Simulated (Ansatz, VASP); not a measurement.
# Two plane-wave programs on Pt

INCAR

```
SYSTEM = Pt
PREC     = Accurate       ! precision mode
ENCUT    = 520            ! plane-wave cutoff, eV
EDIFF    = 1E-6           ! SCF threshold, eV
ISMEAR   = 0              ! smearing method
SIGMA    = 0.05           ! smearing width, eV
LREAL    = .False.        ! projectors in reciprocal space
LASPH    = .True.         ! aspherical terms in the spheres
NELM     = 150            ! most SCF steps
ALGO     = Fast           ! electronic algorithm
ISIF     = 2              ! what is computed and relaxed
LWAVE    = .False.        ! write WAVECAR
LCHARG   = .False.        ! write CHGCAR
MAGMOM   = 0 0 0          ! initial moments
LORBIT   = 11             ! projections on sites
LSORBIT  = .True.         ! spin-orbit coupling
GGA_COMPAT= .False.      
LORBMOM  = .True.       
LMAXMIX  = 4              ! l up to which the mixer works
GGA      = PE             ! functional
NBANDS   = 21             ! bands
```

KPOINTS

```
regular mesh
0
Gamma
  18 18 18
  0 0 0
```

The input POSCAR:

```
Pt
1.0
   -1.5854895616      1.5854895616      1.5854895616
    1.5854895616     -1.5854895616      1.5854895616
    1.5854895616      1.5854895616     -1.5854895616
Pt
1
Direct
    0.0000000000      0.0000000000      0.0000000000
```

Input for Ansatz:

```yaml
crystal:
  lattice:
    - [-1.5854895616, 1.5854895616, 1.5854895616]
    - [1.5854895616, -1.5854895616, 1.5854895616]
    - [1.5854895616, 1.5854895616, -1.5854895616]
  atoms:
    - { symbol: Pt, position: [0.0, 0.0, 0.0] }
basis:
  ecutwfc: 600
  ecutrho_ratio: 5
kpoints:
  mp_grid: { grid: [18, 18, 18] }
hamiltonian:
  xc: pbe
scf:
  occupations: { method: gaussian, width: 0.05 }
output:
  forces: true
  stress: true
  eigenvalues: true
  populations: true
magnetization:
  noncollinear: true
  spin_orbit: true
```

Alike in both runs: task single point; functional PBE; k mesh 18 × 18 × 18; occupations gaussian, width 0.05 eV; non-collinear spin, spin-orbit coupling.

|  | VASP | Ansatz |
| --- | --- | --- |
| version | VASP 6.6.1 | Ansatz 0.2.0 |
| potentials or method | VASP PAW PBE potentials, release 64 (Pt), cutoff 520 eV | plane waves, PAW |
| valence electrons in the cell | 10 | 18 |

```csv
,VASP,Ansatz,Ansatz less VASP
pressure (GPa),-1.6,-1.4,+0.15
net moment per atom (μB),0.00,0.00,0.000
```

VASP's potentials hold 10 valence electrons a cell and Ansatz's 18, so a difference there can come from the potentials and not from the codes.
